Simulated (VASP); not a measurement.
# Al (Fm-3m) in VASP: further runs, part 2 of 2

VASP 6.6.1.

## Step 5: Relaxation of cell and atoms, SVWN5

File INCAR:

```
SYSTEM = Al
PREC = Accurate
ENCUT = 600
EDIFF = 1E-6
ISMEAR = -1
SIGMA = 0.05
LREAL = .FALSE.
LASPH = .TRUE.
NELM = 60
ALGO = Normal
ISIF = 3
LWAVE = .FALSE.
LCHARG = .FALSE.
GGA = VW
IBRION = 2
NSW = 60
EDIFFG = -0.01
```

File KPOINTS:

```
Automatic mesh
0
G
  11 11 11
  0 0 0
```

File POSCAR:

```
Al
1.0
    0.0000000000      2.0248050000      2.0248050000
    2.0248050000      0.0000000000      2.0248050000
    2.0248050000      2.0248050000      0.0000000000
Al
1
Direct
    0.0000000000      0.0000000000      0.0000000000
```

Potentials or basis: VASP PAW PBE potentials, release 64 (Al).

Run with:

```console
cat potpaw_PBE.64/Al/POTCAR > POTCAR
mpirun -np 1 vasp_std > vasp.out
```

OUTCAR:

```text
SYSTEM = Al
   PREC = Accurate
   ENCUT = 600
   EDIFF = 1E-6
   ISMEAR = -1
   LREAL = .FALSE.
   LASPH = .TRUE.
   NELM = 60
   ISIF = 3
   GGA = VW
   IBRION = 2
   NSW = 60
   EDIFFG = -0.01

 ion  position               nearest neighbor table
   1  0.000  0.000  0.000-

  LATTYP: Found a face centered cubic cell.
 ALAT       =     4.0496100000

  Lattice vectors:

 A1 = (   0.0000000000,   2.0248050000,   2.0248050000)
 A2 = (   2.0248050000,   0.0000000000,   2.0248050000)
 A3 = (   2.0248050000,   2.0248050000,   0.0000000000)

Analysis of symmetry for initial positions (statically):
[... 240 lines left out ...]

 number of electron       3.0000000 magnetization

 Free energy of the ion-electron system (eV)
  ---------------------------------------------------
  ext. energy  EPLUGINS =         0.00000000
  ---------------------------------------------------
  free energy    TOTEN  =        -4.17990429 eV

  energy without entropy =       -4.17594212  energy(sigma->0) =       -4.17792320

 E-fermi :   8.2135     XC(G=0): -10.4680

 val. band max:        8.1973780512   @ k =  -0.4545   0.3636   0.0000
 cond. band min:       8.2381861723   @ k =   0.4545   0.1818   0.0909
 fundamental gap:      0.0408081211
 Fermi energy:         8.2135385483

 k-point     1 :       0.0000    0.0000    0.0000
  band No.  band energies     occupation
      1      -3.1641      2.00000
      2      21.0322      0.00000
      3      21.0322      0.00000
      4      21.0322      0.00000
      5      22.6084      0.00000
[... 177 lines left out ...]
 k-point    24 :      -0.1818    0.1818    0.0000
  band No.  band energies     occupation
      1      -0.7334      2.00000
      2      12.0913      0.00000
      3      13.6091      0.00000
      4      20.2974      0.00000
      5      22.3870      0.00000

 [... further k-points ...]
[... 5 lines left out ...]
  --------------------------------------------------------------------------------------
  -------------------------------------------------------------------------------------
  Total        0.0005169      0.0005169      0.0005169     -0.0000000      0.0000000     -0.0000000
  in kB        0.0520924      0.0520924      0.0520924     -0.0000000      0.0000000     -0.0000000
  external PRESSURE =       0.0520924 kB  Pullay stress =       0.0000000 kB
[... 16 lines left out ...]
  FREE ENERGIE OF THE ION-ELECTRON SYSTEM (eV)
  ---------------------------------------------------
  free  energy   TOTEN  =        -4.1799042884 eV

  energy  without entropy=       -4.1759421162  energy(sigma->0) =       -4.17792320

 reached required accuracy - stopping structural energy minimisation
```

It used 4.4 s of CPU time on 1 thread of Intel Xeon 6975P-C, with other jobs on the host.

Results:

- Free energy: -4.1799 eV
- Relaxed volume: 15.90 Å³/atom
- Relaxed cell: a = 2.822 Å, b = 2.822 Å, c = 2.822 Å, α = 60.00°, β = 60.00°, γ = 60.00°
- Space group after relaxing (to 0.05 Å): Fm-3m (No. 225)
- Energy gained by relaxing: 7.6 meV/atom
- Ionic steps: 3
- Pressure after relaxing: 0.0 GPa

Step by step:
```csv
step,energy change (eV),largest force (eV/Å),pressure (GPa),volume (Å³)
1,0.0000,0.0000,-3.34,16.60
2,-0.0074,0.0000,0.62,15.78
3,-0.0076,0.0000,0.01,15.90
```

Final structure:
```xyz
1
Lattice="0.0000 1.9957 1.9957 1.9957 0.0000 1.9957 1.9957 1.9957 0.0000" Properties=species:S:1:pos:R:3 pbc="T T T"
Al    0.0000    0.0000    0.0000
```

Caveat: the PAW data sets were made with another functional, which shifts forces and pressure a little.

## Step 6: Relaxation of cell and atoms, r2SCAN+D4

POSCAR is that of step 5.

File INCAR.step1:

```
PREC = Accurate
ENCUT = 600
ISMEAR = -1
SIGMA = 0.05
LREAL = False
LASPH = True
NELM = 80
GGA = PE
ALGO = Normal
EDIFF = 1E-4
LWAVE = True
LCHARG = False
```

File INCAR.step2:

```
PREC = Accurate
ENCUT = 600
EDIFF = 1E-6
ISMEAR = -1
SIGMA = 0.05
LREAL = False
LASPH = True
NELM = 80
ALGO = Normal
ISIF = 3
LWAVE = False
LCHARG = False
METAGGA = R2SCAN
LMIXTAU = True
IVDW = 13
VDW_S6 = 1.0
VDW_S8 = 0.6018749
VDW_A1 = 0.51559235
VDW_A2 = 5.77342911
IBRION = 2
NSW = 60
EDIFFG = -0.01
ISTART = 1
```

File KPOINTS:

```
regular mesh
0
Gamma
  11 11 11
```

Potentials or basis: VASP PAW PBE potentials, release 64 (Al).

Run with:

```console
cat potpaw_PBE.64/Al/POTCAR > POTCAR
cp INCAR.step1 INCAR
mpirun -np 1 vasp_std > vasp.out
cp INCAR.step2 INCAR
mpirun -np 1 vasp_std > vasp.out
```

It took 36 s on 1 thread of Intel Xeon 6975P-C, shared host; peak memory 0.14 GiB.

Results (log left out):

| Item | Value |
| --- | --- |
| Free energy | -6.8694 eV |
| Relaxed volume | 15.70 Å³/atom |
| Relaxed cell | a = 2.810 Å, b = 2.810 Å, c = 2.810 Å, α = 60.00°, β = 60.00°, γ = 60.00° |
| Space group after relaxing (to 0.05 Å) | Fm-3m (No. 225) |
| Energy gained by relaxing | 13.9 meV/atom |
| Ionic steps | 3 |
| Pressure after relaxing | 0.0 GPa |
| Dispersion energy per atom | -0.124 eV |

The path:
| step | energy change (eV) | largest force (eV/Å) | pressure (GPa) | volume (Å³) |
| --- | --- | --- | --- | --- |
| 1 | 0.0000 | 0.0000 | -4.67 | 16.60 |
| 2 | -0.0129 | 0.0000 | 1.48 | 15.47 |
| 3 | -0.0139 | 0.0000 | 0.03 | 15.70 |

Final structure:
```cif
data_structure
_symmetry_space_group_name_H-M 'P 1'
_symmetry_Int_Tables_number 1
_cell_length_a 2.8104
_cell_length_b 2.8104
_cell_length_c 2.8104
_cell_angle_alpha 60.000
_cell_angle_beta 60.000
_cell_angle_gamma 60.000
_cell_volume 15.70
loop_
_atom_site_label
_atom_site_type_symbol
_atom_site_fract_x
_atom_site_fract_y
_atom_site_fract_z
_atom_site_occupancy
Al1 Al 0.00000 0.00000 0.00000 1
```

Levels at points of the mesh, in eV from the Fermi level:
```csv
k point,band 1,band 2,band 3,band 4
"(0.00, 0.00, 0.00)",-12.20,13.61,13.61,13.61
```

Caveat: the PAW data sets were made with another functional, which shifts forces and pressure a little; pairwise dispersion overbinds metals, which lowers pressure and volume.

## Step 7: Overview

| task | level | spin | cell | k mesh | cutoff (eV) | smearing | gap on the mesh (eV) | pressure (GPa) | relaxed volume (Å³/atom) |
| --- | --- | --- | --- | --- | --- | --- | --- | --- | --- |
| single point | BLYP | non-collinear, typed start | a = 2.864 Å, angles 60.0°, 1 atom | 8 × 8 × 8 | 520 | gaussian 0.1 eV | none | 3.0 | - |
| single point | SVWN5 | off | a = 2.818 Å, angles 60.0°, 1 atom | 11 × 11 × 11 | 520 | fermi-dirac 0.05 eV | none | 0.4 | - |
| single point | r2SCAN+D4 | off | a = 2.814 Å, angles 60.0°, 1 atom | 11 × 11 × 11 | 520 | fermi-dirac 0.05 eV | none | -0.3 | - |
| relaxation of cell and atoms | SVWN5 | off | relaxed from a = 2.864 Å, angles 60.0°, 1 atom | 11 × 11 × 11 | 600 | fermi-dirac 0.05 eV | none | 0.0 | 15.90 |
| relaxation of cell and atoms | r2SCAN+D4 | off | relaxed from a = 2.864 Å, angles 60.0°, 1 atom | 11 × 11 × 11 | 600 | fermi-dirac 0.05 eV | none | 0.0 | 15.70 |

Alike in all rows: potentials or basis VASP PAW PBE potentials, release 64 (Al).

Caveats: the PAW data sets were made with another functional, which shifts forces and pressure a little; pairwise dispersion overbinds metals, which lowers pressure and volume (some runs).

Total energies depend on the potentials used, so only differences within one code and one set of settings carry meaning.

## Step 8: How close it comes

Step 5. The cell as given is a measured one (16.60 Å³/atom); SVWN5 puts the equilibrium volume -4.2 % from it, thermal expansion not counted.

Step 6. The cell as given is a measured one (16.60 Å³/atom); r2SCAN+D4 puts the equilibrium volume -5.5 % from it, thermal expansion not counted.
